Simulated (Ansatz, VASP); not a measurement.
## InSb in VASP and in Ansatz

```xyz
2
Lattice="0.0000 3.2791 3.2791 3.2791 0.0000 3.2791 3.2791 3.2791 0.0000" Properties=species:S:1:pos:R:3 pbc="T T T"
In    0.0000    0.0000    0.0000
Sb    1.6395    1.6395    1.6395
```

Alike in both runs: functional r2SCAN; k mesh 9 × 9 × 9; occupations fermi-dirac, width 0.1 eV; no spin polarisation.

Ansatz relaxed the structure, and its values are those at the end. VASP's run is a single point on that final structure, the one shown.

|  | VASP | Ansatz |
| --- | --- | --- |
| version | VASP 6.6.1 | Ansatz 0.2.0 |
| potentials or method | VASP PAW PBE potentials, release 64 (In_d, Sb), cutoff 520 eV | PAW plane waves |
| valence electrons in the cell | 18 | 28 |

```csv
,VASP,Ansatz,Ansatz less VASP
gap on the k mesh at the Fermi level (eV),none,none,-
pressure (GPa),0.0,0.0,+0.02
```

VASP's potentials were made for PBE, not for r2SCAN. A gap of «none» marks a metal or a gap that the smearing closes. VASP's potentials hold 18 valence electrons a cell and Ansatz's 28, so a difference there can come from the potentials and not from the codes.

Neither program's run includes spin-orbit coupling.
